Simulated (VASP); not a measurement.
# Nb (Fd-3m) in VASP: a series of runs, part 2 of 2

VASP 6.6.1. Earlier steps stand in the parts before.

### Step 3. Single point, revPBE (volume scaled by 0.92)

Contents of INCAR:

```
  ALGO = Normal
  EDIFF = 1E-6
  ENCUT = 520
  GGA = RE
  ISIF = 2
  ISMEAR = -1
  LASPH = T
  LCHARG = F
  LREAL = F
  LWAVE = F
  NBANDS = 20
  NELM = 80
  PREC = Accurate
  SIGMA = 0.1
```

Contents of KPOINTS:

```
k-points
0
Gamma
  10 10 10
```

Contents of POSCAR:

```
Nb
1.0
    0.0000000000      2.8952942375      2.8952942375
    2.8952942375      0.0000000000      2.8952942375
    2.8952942375      2.8952942375      0.0000000000
Nb
2
Direct
    0.1250000000      0.1250000000      0.1250000000
    0.8750000000      0.8750000000      0.8750000000
```

Potentials or basis: VASP PAW PBE potentials, release 64 (Nb_sv).

On the command line:

```console
$ cat potpaw_PBE.64/Nb_sv/POTCAR > POTCAR
$ mpirun -np 1 vasp_std > vasp.out
```

OUTCAR:

```text
EDIFF = 1E-6
   ENCUT = 520
   GGA = RE
   ISIF = 2
   ISMEAR = -1
   LASPH = T
   LREAL = F
   NELM = 80
   PREC = Accurate

 ion  position               nearest neighbor table
   1  0.125  0.125  0.125-   2 2.51   2 2.51   2 2.51   2 2.51
   2  0.875  0.875  0.875-   1 2.51   1 2.51   1 2.51   1 2.51

  LATTYP: Found a face centered cubic cell.
 ALAT       =     5.7905884750

  Lattice vectors:

[... 736 lines left out ...]
     20      14.6449      0.00000

 [... further k-points ...]

------------------------ aborting loop because EDIFF is reached ----------------------------------------

  FORCE on cell =-STRESS in cart. coord.  units (eV):
  Direction    XX          YY          ZZ          XY          YZ          ZX
  --------------------------------------------------------------------------------------
  -------------------------------------------------------------------------------------
  Total        1.8496770      1.8496770      1.8496770     -0.0000000      0.0000000      0.0000000
  in kB       61.0517859     61.0517859     61.0517859     -0.0000000      0.0000000      0.0000000
  external PRESSURE =      61.0517859 kB  Pullay stress =       0.0000000 kB

 VOLUME and BASIS-vectors are now :
 -----------------------------------------------------------------------------
  energy-cutoff  :      520.00
  volume of cell :       48.54
      direct lattice vectors                 reciprocal lattice vectors
     0.000000000  2.895294237  2.895294237    -0.172694020  0.172694020  0.172694020
     2.895294237  0.000000000  2.895294237     0.172694020 -0.172694020  0.172694020
     2.895294237  2.895294237  0.000000000     0.172694020  0.172694020 -0.172694020

 POSITION                                       TOTAL-FORCE (eV/Angst)
 -----------------------------------------------------------------------------------
      0.72382      0.72382      0.72382         0.000000     -0.000000     -0.000000
      5.06676      5.06676      5.06676        -0.000000      0.000000      0.000000
 -----------------------------------------------------------------------------------
    total drift:                               -0.000000      0.000000      0.000000

  FREE ENERGIE OF THE ION-ELECTRON SYSTEM (eV)
  ---------------------------------------------------
  free  energy   TOTEN  =       -14.5774070977 eV

  energy  without entropy=      -14.4691381349  energy(sigma->0) =      -14.52327262
```

Wall time 34 s (1 thread of Intel Xeon Platinum 8488C (Sapphire Rapids), shared host); peak memory 0.18 GiB.

What came out:

```yaml
Free_energy: -14.5774 eV
Pressure: 6.1 GPa
Band_gap_on_the_k_mesh: zero (band 13 reaches 8.06 eV, above the bottom of band 14 at 6.57 eV)
```

Levels at points of the mesh, in eV from the Fermi level:
```
           k point  band 10  band 11  band 12  band 13  band 14  band 15  band 16  band 17
(0.00, 0.00, 0.00)    -1.63    -1.63    -0.58    -0.58    -0.58     2.02     2.02     2.02
(0.50, 0.00, 0.00)    -1.76    -1.43    -1.43    -0.86    -0.86     0.80     3.17     3.17
(0.50, 0.50, 0.00)    -2.61    -0.80    -0.80     0.55     0.55     1.30     1.30     4.95
```

Caveat: the cell differs from its parent crystal (volume scaled by 0.92); the PAW data sets were made with another functional, which shifts forces and pressure a little.

### Step 4. Single point, revPBE (volume scaled by 0.96)

Contents of INCAR:

```
SYSTEM = Nb
PREC     = Accurate       ! precision mode
ENCUT    = 520            ! plane-wave cutoff, eV
EDIFF    = 1E-7           ! SCF threshold, eV
ISMEAR   = -1             ! smearing method
SIGMA    = 0.1            ! smearing width, eV
LREAL    = .FALSE.        ! projectors in reciprocal space
LASPH    = .TRUE.         ! aspherical terms in the spheres
NELM     = 100            ! most SCF steps
ALGO     = Normal         ! electronic algorithm
ISIF     = 2              ! what is computed and relaxed
LWAVE    = .FALSE.        ! write WAVECAR
LCHARG   = .FALSE.        ! write CHGCAR
GGA      = RE             ! functional
NBANDS   = 20             ! bands
```

Contents of KPOINTS:

```
regular mesh
0
G
  10 10 10
  0 0 0
```

Contents of POSCAR:

```
Nb
1.0
    0.0000000000      2.9366611726      2.9366611726
    2.9366611726      0.0000000000      2.9366611726
    2.9366611726      2.9366611726      0.0000000000
Nb
2
Direct
    0.1250000000      0.1250000000      0.1250000000
    0.8750000000      0.8750000000      0.8750000000
```

On the command line:

```console
$ cat potpaw_PBE.64/Nb_sv/POTCAR > POTCAR
$ mpirun -np 1 vasp_std > vasp.out
```

It took 36 s on 1 thread of Intel Xeon Platinum 8488C (Sapphire Rapids), shared host; peak memory 0.19 GiB.

The run converged. Its results:

```
Free energy            : -14.6362 eV
Pressure               : 2.7 GPa
Band gap on the k mesh : zero (band 13 reaches 7.53 eV, above the bottom of band 14 at 6.18 eV)
```

Levels at points of the mesh, in eV from the Fermi level:
| k point | band 11 | band 12 | band 13 | band 14 | band 15 | band 16 |
| --- | --- | --- | --- | --- | --- | --- |
| (0.00, 0.00, 0.00) | -1.49 | -0.55 | -0.55 | -0.55 | 1.94 | 1.94 |
| (0.50, 0.00, 0.00) | -1.30 | -1.30 | -0.78 | -0.78 | 0.70 | 3.04 |
| (0.50, 0.50, 0.00) | -0.72 | -0.72 | 0.41 | 0.41 | 1.31 | 1.31 |

Caveat: the cell differs from its parent crystal (volume scaled by 0.96); the PAW data sets were made with another functional, which shifts forces and pressure a little.

### Step 5. Single point, revPBE

This run uses another cell than the first one, of 26.38 Å³/atom, 1.136 times its volume.

Contents of INCAR:

```
SYSTEM = Nb
  PREC = Accurate
  ENCUT = 520
  EDIFF = 1E-6
  ISMEAR = -1
  SIGMA = 0.1
  LREAL = .FALSE.
  LASPH = .TRUE.
  NELM = 80
  ALGO = Normal
  ISIF = 2
  LWAVE = .FALSE.
  LCHARG = .FALSE.
  GGA = RE
  NBANDS = 20
```

KPOINTS is that of step 4.

Contents of POSCAR:

```
Nb
1.0
    0.0000000000      2.9768944074      2.9768944074
    2.9768944074      0.0000000000      2.9768944074
    2.9768944074      2.9768944074      0.0000000000
Nb
2
Direct
    0.1250000000      0.1250000000      0.1250000000
    0.8750000000      0.8750000000      0.8750000000
```

On the command line:

```console
$ cat potpaw_PBE.64/Nb_sv/POTCAR > POTCAR
$ mpirun -np 1 vasp_std > vasp.out
```

Wall time 27 s (1 thread of Intel Xeon Platinum 8488C (Sapphire Rapids), shared host); peak memory 0.19 GiB.

Results (log left out):

```yaml
Free_energy: -14.6545 eV
Pressure: 0.0 GPa
Band_gap_on_the_k_mesh: zero (band 13 reaches 7.04 eV, above the bottom of band 14 at 5.81 eV)
```

Levels at points of the mesh, in eV from the Fermi level:
```tsv
k point	band 11	band 12	band 13	band 14	band 15	band 16
(0.00, 0.00, 0.00)	-1.36	-0.52	-0.52	-0.52	1.88	1.88
(0.50, 0.00, 0.00)	-1.18	-1.18	-0.72	-0.72	0.60	2.91
(0.50, 0.50, 0.00)	-0.66	-0.66	0.29	0.29	1.32	1.32
```

Caveat: the PAW data sets were made with another functional, which shifts forces and pressure a little.

### Step 6. Single point, revPBE (volume scaled by 1.04)

Contents of INCAR:

```
  PREC = Accurate
  ENCUT = 520
  EDIFF = 1E-7
  ISMEAR = -1
  SIGMA = 0.1
  LREAL = F
  LASPH = T
  NELM = 60
  ALGO = Normal
  ISIF = 2
  LWAVE = F
  LCHARG = T
  GGA = RE
  LELF = T
  LVHAR = T
  NBANDS = 20
```

Contents of KPOINTS:

```
regular mesh
0
Gamma
  10 10 10
```

Contents of POSCAR:

```
Nb
1.0
    0.0000000000      3.0160685630      3.0160685630
    3.0160685630      0.0000000000      3.0160685630
    3.0160685630      3.0160685630      0.0000000000
Nb
2
Direct
    0.1250000000      0.1250000000      0.1250000000
    0.8750000000      0.8750000000      0.8750000000
```

Potentials or basis: VASP PAW PBE potentials, release 64 (Nb_sv).

On the command line:

```console
$ cat potpaw_PBE.64/Nb_sv/POTCAR > POTCAR
$ mpirun -np 1 vasp_std > vasp.out
```

Run time: 31 s. Hardware: 1 thread of Intel Xeon Platinum 8488C (Sapphire Rapids), shared host; peak memory 0.19 GiB.

The run converged. Its results:

```yaml
Free_energy: -14.6398 eV
Pressure: -2.3 GPa
Band_gap_on_the_k_mesh: zero (band 13 reaches 6.60 eV, above the bottom of band 14 at 5.48 eV)
```

Levels at points of the mesh, in eV from the Fermi level:
| k point | band 11 | band 12 | band 13 | band 14 | band 15 | band 16 |
| --- | --- | --- | --- | --- | --- | --- |
| (0.00, 0.00, 0.00) | -1.24 | -0.50 | -0.50 | -0.50 | 1.82 | 1.82 |
| (0.50, 0.00, 0.00) | -1.08 | -1.08 | -0.66 | -0.66 | 0.52 | 2.80 |
| (0.50, 0.50, 0.00) | -0.60 | -0.60 | 0.18 | 0.18 | 1.32 | 1.32 |

Caveat: the cell differs from its parent crystal (volume scaled by 1.04); the PAW data sets were made with another functional, which shifts forces and pressure a little.

### Step 7. Overview

```tsv
cell	gap on the mesh (eV)	pressure (GPa)
a = 4.034 Å, angles 60.0°, 2 atoms	none	10.3
a = 4.095 Å, angles 60.0°, 2 atoms	none	6.1
a = 4.153 Å, angles 60.0°, 2 atoms	none	2.7
a = 4.210 Å, angles 60.0°, 2 atoms	none	0.0
a = 4.265 Å, angles 60.0°, 2 atoms	none	-2.3
```

Alike in all rows: task single point; level revPBE; potentials or basis VASP PAW PBE potentials, release 64 (Nb_sv); no spin polarisation; k mesh 10 × 10 × 10; cutoff (eV) 520; smearing fermi-dirac 0.1 eV.

Caveats: the PAW data sets were made with another functional, which shifts forces and pressure a little.

Absolute energies hang on the potentials; compare differences alone.
